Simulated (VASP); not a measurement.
# W (R3m) in VASP: a series of runs

W is run at these levels: PBE; tasks: single point.

Program: VASP 6.6.1. These are calculated values, not measurements. Logs are shortened: lines on timing, memory, paths and dates and some standing lists are left out, and cuts for length are marked.

## Step 1: The cell of the first run

It takes space group R3m (No. 160, trigonal). The conventional cell has a = 9.036 Å, b = 9.036 Å, c = 5.533 Å, α = 90.00°, β = 90.00°, γ = 120.00°. W (site symmetry 3m) has 14 W at 2.67 to 3.25 Å within 3.5 Å. W (site symmetry 3m) has 14 W at 2.67 to 3.19 Å within 3.5 Å. W (site symmetry m) has 14 W at 2.73 to 3.19 Å within 3.6 Å. Within 3.6 Å of W (site symmetry m) lie 14 W at 2.77 to 3.25 Å.

## Step 2: Single point, PBE (atom 1 (W) moved +0.100 Å towards its neighbour atom 2 (W) at 2.767 Å)

Contents of INCAR:

```
PREC     = Accurate       # precision mode
ENCUT    = 520            # plane-wave cutoff, eV
EDIFF    = 1E-6           # SCF threshold, eV
ISMEAR   = 0              # smearing method
SIGMA    = 0.15           # smearing width, eV
LREAL    = F              # projectors in reciprocal space
LASPH    = T              # aspherical terms in the spheres
NELM     = 80             # most SCF steps
ALGO     = Fast           # electronic algorithm
ISIF     = 2              # what is computed and relaxed
LWAVE    = F              # write WAVECAR
LCHARG   = F              # write CHGCAR
GGA      = PE             # functional
NBANDS   = 66             # bands
```

Contents of KPOINTS:

```
Automatic mesh
0
Gamma
  10 10 10
```

Contents of POSCAR:

```
W
1.0
   -3.1946000000     -3.1946000000      3.1946000000
   -3.1946000000      3.1946000000     -3.1946000000
    3.1946000000     -3.1946000000     -3.1946000000
W
8
Direct
    0.4819273064      0.5000000000      0.5000000000
    0.0000000000      0.5000000000      0.5000000000
    0.5000000000      0.0000000000      0.5000000000
    0.0000000000      0.0000000000      0.5000000000
    0.5000000000      0.5000000000      0.0000000000
    0.0000000000      0.5000000000      0.0000000000
    0.5000000000      0.0000000000      0.0000000000
    0.0000000000      0.0000000000      0.0000000000
```

Potentials or basis: VASP PAW PBE potentials, release 64 (W_sv).

Started as:

```
$ cat potpaw_PBE.64/W_sv/POTCAR > POTCAR
$ mpirun -np 1 vasp_std > vasp.out
```

OUTCAR:

```text
PREC = Accurate
   ENCUT = 520
   EDIFF = 1E-6
   ISMEAR = 0
   LREAL = F
   LASPH = T
   NELM = 80
   ISIF = 2
   GGA = PE

 ion  position               nearest neighbor table
   1  0.482  0.500  0.500-   2 2.67   3 2.73   5 2.73   8 2.73   5 2.80   3 2.80   8 2.80   2 2.87
                             7 3.14   4 3.14   6 3.14   4 3.25   7 3.25   6 3.25
   2  0.000  0.500  0.500-   1 2.67   4 2.77   6 2.77   7 2.77   6 2.77   4 2.77   7 2.77   1 2.87
                             5 3.19   8 3.19   8 3.19   5 3.19   3 3.19   3 3.19
   3  0.500  0.000  0.500-   1 2.73   6 2.77   7 2.77   7 2.77   4 2.77   4 2.77   6 2.77   1 2.80
                             5 3.19   5 3.19   8 3.19   8 3.19   2 3.19   2 3.19
   4  0.000  0.000  0.500-   2 2.77   3 2.77   5 2.77   8 2.77   8 2.77   2 2.77   3 2.77   5 2.77
                             1 3.14   6 3.19   7 3.19   7 3.19   6 3.19   1 3.25
   5  0.500  0.500  0.000-   1 2.73   6 2.77   7 2.77   4 2.77   7 2.77   6 2.77   4 2.77   1 2.80
                             2 3.19   3 3.19   8 3.19   2 3.19   8 3.19   3 3.19
   6  0.000  0.500  0.000-   2 2.77   3 2.77   5 2.77   8 2.77   2 2.77   8 2.77   5 2.77   3 2.77
                             1 3.14   4 3.19   7 3.19   7 3.19   4 3.19   1 3.25
   7  0.500  0.000  0.000-   2 2.77   3 2.77   5 2.77   8 2.77   3 2.77   5 2.77   8 2.77   2 2.77
                             1 3.14   4 3.19   4 3.19   6 3.19   6 3.19   1 3.25
   8  0.000  0.000  0.000-   1 2.73   4 2.77   6 2.77   7 2.77   4 2.77   6 2.77   7 2.77   1 2.80
                             3 3.19   2 3.19   2 3.19   3 3.19   5 3.19   5 3.19

  LATTYP: Found a body centered cubic cell.
 ALAT       =     6.3892000000

  Lattice vectors:

 A1 = (  -3.1946000000,  -3.1946000000,   3.1946000000)
 A2 = (  -3.1946000000,   3.1946000000,  -3.1946000000)
 A3 = (   3.1946000000,  -3.1946000000,  -3.1946000000)

Analysis of symmetry for initial positions (statically):
=====================================================================
 Subroutine PRICEL returns:
 Original cell was already a primitive cell.

 Routine SETGRP: Setting up the symmetry group for a
 body centered cubic supercell.

 Subroutine GETGRP returns: Found  6 space group operations
 (whereof  2 operations were pure point group operations)
 out of a pool of 48 trial point group operations.

The static configuration has the point symmetry C_1h.
 The point group associated with its full space group is C_3v.

Analysis of symmetry for dynamics (positions and initial velocities):
=====================================================================
 Subroutine PRICEL returns:
 Original cell was already a primitive cell.

 Routine SETGRP: Setting up the symmetry group for a
 body centered cubic supercell.

 Subroutine GETGRP returns: Found  6 space group operations
 (whereof  2 operations were pure point group operations)
 out of a pool of 48 trial point group operations.

The dynamic configuration has the point symmetry C_1h.
 The point group associated with its full space group is C_3v.

 Subroutine INISYM returns: Found  6 space group operations
 (whereof  2 operations are pure point group operations),
 and found     1 'primitive' translations

----------------------------------------------------------------------------------------

                                     Primitive cell

  volume of cell :     130.4096

  direct lattice vectors                    reciprocal lattice vectors
    -3.194600000 -3.194600000  3.194600000    -0.156514118 -0.156514118  0.000000000
    -3.194600000  3.194600000 -3.194600000    -0.156514118  0.000000000 -0.156514118
     3.194600000 -3.194600000 -3.194600000     0.000000000 -0.156514118 -0.156514118

  length of vectors
     5.533209510  5.533209510  5.533209510     0.221344388  0.221344388  0.221344388

  position of ions in fractional coordinates (direct lattice)
     0.481927306  0.500000000  0.500000000
     0.000000000  0.500000000  0.500000000
     0.500000000  0.000000000  0.500000000
     0.000000000  0.000000000  0.500000000
     0.500000000  0.500000000  0.000000000
     0.000000000  0.500000000  0.000000000
     0.500000000  0.000000000  0.000000000
     0.000000000  0.000000000  0.000000000

  ion indices of the primitive-cell ions
   primitive index   ion index
                 1           1
                 2           2
                 3           3
                 4           4
                 5           5
                 6           6
                 7           7
                 8           8

----------------------------------------------------------------------------------------

 KPOINTS: Automatic mesh

Automatic generation of k-mesh.
 Grid dimensions read from file:
 generate k-points for:   10   10   10

 Generating k-lattice:

  Cartesian coordinates                     Fractional coordinates (reciprocal lattice)
    -0.015651412 -0.015651412  0.000000000     0.100000000  0.000000000  0.000000000
    -0.015651412  0.000000000 -0.015651412     0.000000000  0.100000000  0.000000000
     0.000000000 -0.015651412 -0.015651412     0.000000000  0.000000000  0.100000000

  Length of vectors
     0.022134439  0.022134439  0.022134439

  Shift w.r.t. Gamma in fractional coordinates (k-lattice)
     0.000000000  0.000000000  0.000000000

 Subroutine IBZKPT returns following result:
 ===========================================

 Found    116 irreducible k-points:

 Following reciprocal coordinates:
            Coordinates               Weight
  0.000000  0.000000  0.000000      1.000000
  0.100000  0.000000  0.000000      6.000000
  0.000000  0.100000  0.000000      6.000000
  0.200000  0.000000  0.000000      6.000000
  0.000000  0.200000  0.000000      6.000000
  0.300000  0.000000  0.000000      6.000000
[... 16 lines left out ...]
  0.400000  0.100000  0.000000     12.000000
  0.000000  0.400000  0.100000     12.000000
 [... further k-points ...]
   k-points           NKPTS =    116   k-points in BZ     NKDIM =    116   number of bands    NBANDS=     66
   number of dos      NEDOS =    301   number of ions     NIONS =      8
   total plane-waves  NPLWV =  74088
   dimension x,y,z NGX =    42 NGY =   42 NGZ =   42
   dimension x,y,z NGXF=    84 NGYF=   84 NGZF=   84
   ions per type =               8
   NGX,Y,Z   is equivalent  to a cutoff of  12.62, 12.62, 12.62 a.u.
   NGXF,Y,Z  is equivalent  to a cutoff of  25.24, 25.24, 25.24 a.u.
 SYSTEM =  unknown system
   PREC   = accura    normal or accurate (medium, high low for compatibility)
   ISTART =      0    job   : 0-new  1-cont  2-samecut
   ICHARG =      2    charge: 1-file 2-atom 10-const
   ISPIN  =      1    spin polarized calculation?
   LNONCOLLINEAR =      F non collinear calculations
   LSORBIT =      F    spin-orbit coupling
   LASPH  =      T    aspherical Exc in radial PAW
   ENCUT  =  520.0 eV  38.22 Ry    6.18 a.u.  10.29 10.29 10.29*2*pi/ulx,y,z
   NELM   =     80;   NELMIN=  2; NELMDL= -5     # of ELM steps
   EDIFF  = 0.1E-05   stopping-criterion for ELM
   LREAL  =      F    real-space projection
   EDIFFG = 0.1E-04   stopping-criterion for IOM
   NSW    =      0    number of steps for IOM
   IBRION =     -1    ionic relax: 0-MD 1-quasi-New 2-CG
   NFREE  =      0    steps in history (QN), initial steepest desc. (CG)
   ISIF   =      2    stress and relaxation
   ISYM   =      2    0-nonsym 1-usesym 2-fastsym
   POTIM  = 0.5000    time-step for ionic-motion
   TEBEG  =    0.0;   TEEND  =   0.0 temperature during run
   PSTRESS=    0.0 pullay stress
   NELECT =     112.0000    total number of electrons
   NUPDOWN=      -1.0000    fix difference up-down
   EMIN   =  10.00;   EMAX   =-10.00  energy-range for DOS
   EFERMI =   0.00;   METHOD = LEGACY
   ISMEAR =     0;   SIGMA  =   0.15  broadening in eV -4-tet -1-fermi 0-gaus
   EFERMI_NEDOS =   21; number of points for ismear=-14 and -15
   IALGO  =     68    algorithm
   IMIX   =      4    mixing-type and parameters
     AMIX     =   0.40;   BMIX     =  1.00
     AMIX_MAG =   1.60;   BMIX_MAG =  1.00
  volume/ion in A,a.u.               =      16.30       110.01
  Fermi-wavevector in a.u.,A,eV,Ry     =   1.556125  2.940649 32.946829  2.421524
  Thomas-Fermi vector in A             =   2.659966
   LORBIT       =      0    0 simple, 1 ext, 2 COOP (PROOUT), +10 PAW based schemes
   GGA     = PE    functional components
   LHFCALC =     F    Hartree Fock is set to
   AEXX    =    0.0000 exact exchange contribution
   IVDW    =     0    specifies the selected vdW correction
   LEPSILON=     F    determine dielectric tensor
   LRPA    =     F    only Hartree local field effects (RPA)
 non-spin polarized calculation
 RMM-DIIS sequential band-by-band and
 Gauss-broadening in eV      SIGMA  =   0.15
  energy-cutoff  :      520.00
  volume of cell :      130.41
 maximum number of plane-waves:      3564
 NGX is ok and might be reduce to    42
   NGX = 21   NGY = 21   NGZ = 21

 number of electron     112.0000003 magnetization

 Free energy of the ion-electron system (eV)
  ---------------------------------------------------
  ext. energy  EPLUGINS =         0.00000000
  ---------------------------------------------------
  free energy    TOTEN  =      -103.59243818 eV

  energy without entropy =     -103.56084279  energy(sigma->0) =     -103.57664048

 E-fermi :  11.0737     XC(G=0): -13.4821

 val. band max:       11.0697329208   @ k =  -0.4000  -0.4000   0.2000
 cond. band min:      11.0766543896   @ k =   0.2000  -0.3000   0.4000
 fundamental gap:      0.0069214688
 Fermi energy:        11.0737170673

 k-point     1 :       0.0000    0.0000    0.0000
  band No.  band energies     occupation
      1     -63.1800      2.00000
      2     -63.0639      2.00000
      3     -63.0639      2.00000
      4     -63.0622      2.00000
      5     -63.0622      2.00000
      6     -63.0580      2.00000
[... 58 lines left out ...]
     65      14.0527      0.00000
     66      14.0595      0.00000

 k-point     2 :       0.1000    0.0000    0.0000
  band No.  band energies     occupation
      1     -63.1772      2.00000
      2     -63.0654      2.00000
      3     -63.0638      2.00000
      4     -63.0621      2.00000
      5     -63.0617      2.00000
      6     -63.0585      2.00000
[... 58 lines left out ...]
     65      14.0488      0.00000
     66      14.1672      0.00000

 k-point     3 :       0.0000    0.1000    0.0000
  band No.  band energies     occupation
      1     -63.1772      2.00000
      2     -63.0654      2.00000
      3     -63.0639      2.00000
      4     -63.0626      2.00000
      5     -63.0615      2.00000
      6     -63.0583      2.00000
[... 1438 lines left out ...]
     65      13.2173      0.00000
     66      13.3870      0.00000

 k-point    24 :       0.0000    0.4000    0.1000
  band No.  band energies     occupation
      1     -63.1288      2.00000
      2     -63.1104      2.00000
      3     -63.0725      2.00000
      4     -63.0671      2.00000
      5     -63.0528      2.00000
      6     -63.0517      2.00000
[... 58 lines left out ...]
     65      13.1806      0.00000
     66      13.5614      0.00000

 [... further k-points ...]
[... 5 lines left out ...]
  --------------------------------------------------------------------------------------
  -------------------------------------------------------------------------------------
  Total       -1.8649733     -1.8649733     -1.8649733      0.0187734     -0.0187734     -0.0187734
  in kB      -22.9125672    -22.9125672    -22.9125672      0.2306452     -0.2306452     -0.2306452
  external PRESSURE =     -22.9125672 kB  Pullay stress =       0.0000000 kB

 VOLUME and BASIS-vectors are now :
 -----------------------------------------------------------------------------
  energy-cutoff  :      520.00
  volume of cell :      130.41
      direct lattice vectors                 reciprocal lattice vectors
    -3.194600000 -3.194600000  3.194600000    -0.156514118 -0.156514118  0.000000000
    -3.194600000  3.194600000 -3.194600000    -0.156514118  0.000000000 -0.156514118
     3.194600000 -3.194600000 -3.194600000     0.000000000 -0.156514118 -0.156514118

 POSITION                                       TOTAL-FORCE (eV/Angst)
 -----------------------------------------------------------------------------------
     -1.53956     -1.53956     -1.65504        -0.955080     -0.955080      0.955080
      0.00000      0.00000     -3.19460         0.397429      0.397429     -0.397429
      0.00000     -3.19460      0.00000        -0.091885      0.149171     -0.149171
      1.59730     -1.59730     -1.59730         0.324695      0.013250     -0.013250
     -3.19460      0.00000      0.00000         0.149171     -0.091885     -0.149171
     -1.59730      1.59730     -1.59730         0.013250      0.324695     -0.013250
     -1.59730     -1.59730      1.59730         0.013250      0.013250     -0.324695
      0.00000      0.00000      0.00000         0.149171      0.149171      0.091885
 -----------------------------------------------------------------------------------
    total drift:                               -0.000014     -0.000014      0.000014

  FREE ENERGIE OF THE ION-ELECTRON SYSTEM (eV)
  ---------------------------------------------------
  free  energy   TOTEN  =      -103.5924381772 eV

  energy  without entropy=     -103.5608427903  energy(sigma->0) =     -103.57664048
```

It took 9 min on 1 thread of Intel Xeon 6975P-C (Granite Rapids), shared host; peak memory 0.71 GiB.

What came out:

| Property | Result |
| --- | --- |
| Free energy | -103.5924 eV |
| Pressure | -2.3 GPa |
| Largest force | 1.654 eV/Å |
| Band gap on the k mesh | zero (bands 56 and 57 overlap by 1.10 eV) |

Forces on the atoms (eV/Å):
```
W   -0.955 -0.955  0.955
W    0.397  0.397 -0.397
W   -0.092  0.149 -0.149
W    0.325  0.013 -0.013
W    0.149 -0.092 -0.149
W    0.013  0.325 -0.013
W    0.013  0.013 -0.325
W    0.149  0.149  0.092
```

Levels at points of the mesh, in eV from the Fermi level:
```tsv
k point	band 54	band 55	band 56	band 57	band 58	band 59
(0.00, 0.00, 0.00)	0.56	0.56	0.56	2.02	2.03	2.03
(0.50, 0.00, 0.00)	-1.71	-0.80	-0.60	0.03	0.12	1.32
(0.00, 0.50, 0.00)	-1.83	-0.70	-0.70	0.06	0.09	1.45
(0.50, 0.50, 0.50)	-0.57	-0.57	-0.57	-0.53	-0.53	-0.53
```

Caveat: the cell differs from its parent crystal (atom 1 (W) moved +0.100 Å towards its neighbour atom 2 (W) at 2.767 Å); spin-orbit coupling is left out, which moves the levels of the heavy elements; forces of over 1 eV/Å act on the atoms, so gaps and moduli don't describe the material at rest.

## Step 3: Single point, PBE (atom 1 (W) moved +0.033 Å towards its neighbour atom 2 (W) at 2.767 Å)

Contents of INCAR:

```
SYSTEM = W
ALGO     = Fast           ! electronic algorithm
EDIFF    = 1E-6           ! SCF threshold, eV
ENCUT    = 520            ! plane-wave cutoff, eV
GGA      = PE             ! functional
ISIF     = 2              ! what is computed and relaxed
ISMEAR   = 0              ! smearing method
LASPH    = .TRUE.         ! aspherical terms in the spheres
LCHARG   = .TRUE.         ! write CHGCAR
LELF     = .TRUE.         ! ELF
LREAL    = .FALSE.        ! projectors in reciprocal space
LVHAR    = .TRUE.       
LWAVE    = .FALSE.        ! write WAVECAR
NBANDS   = 66             ! bands
NELM     = 80             ! most SCF steps
PREC     = Accurate       ! precision mode
SIGMA    = 0.15           ! smearing width, eV
```

Contents of KPOINTS:

```
k-points
0
G
  10 10 10
  0 0 0
```

POSCAR, as its differences from that of step 2:

```diff
@@ -8,3 +8,3 @@
 Direct
-    0.4819273064      0.5000000000      0.5000000000
+    0.4939817930      0.5000000000      0.5000000000
     0.0000000000      0.5000000000      0.5000000000
```

Potentials or basis: VASP PAW PBE potentials, release 64 (W_sv).

Started as:

```
$ cat potpaw_PBE.64/W_sv/POTCAR > POTCAR
$ mpirun -np 1 vasp_std > vasp.out
```

Run time: 29 min. Hardware: 1 thread of Oxide Virtual Turin-like, shared host; peak memory 0.68 GiB.

Results (log left out):

| Property | Result |
| --- | --- |
| Free energy | -103.6662 eV |
| Pressure | -2.6 GPa |
| Largest force | 0.555 eV/Å |
| Band gap on the k mesh | zero (bands 56 and 57 overlap by 1.10 eV) |

Forces in eV/Å, atoms in the order of the input:
```
W   -0.320 -0.320  0.320
W    0.131  0.131 -0.131
W   -0.029  0.051 -0.051
W    0.109  0.004 -0.004
W    0.051 -0.029 -0.051
W    0.004  0.109 -0.004
W    0.004  0.004 -0.109
W    0.051  0.051  0.029
```

Levels at points of the mesh, in eV from the Fermi level:
```csv
k point,band 53,band 54,band 55,band 56,band 57,band 58,band 59,band 60
"(0.00, 0.00, 0.00)",0.54,0.54,0.54,0.55,2.03,2.03,2.03,2.03
"(0.50, 0.00, 0.00)",-1.87,-1.80,-0.74,-0.67,0.05,0.08,1.40,1.48
"(0.00, 0.50, 0.00)",-1.84,-1.84,-0.71,-0.71,0.07,0.07,1.44,1.44
"(0.50, 0.50, 0.50)",-0.60,-0.57,-0.57,-0.56,-0.55,-0.55,-0.55,-0.52
```

Caveat: the cell differs from its parent crystal (atom 1 (W) moved +0.033 Å towards its neighbour atom 2 (W) at 2.767 Å); spin-orbit coupling is left out, which moves the levels of the heavy elements.
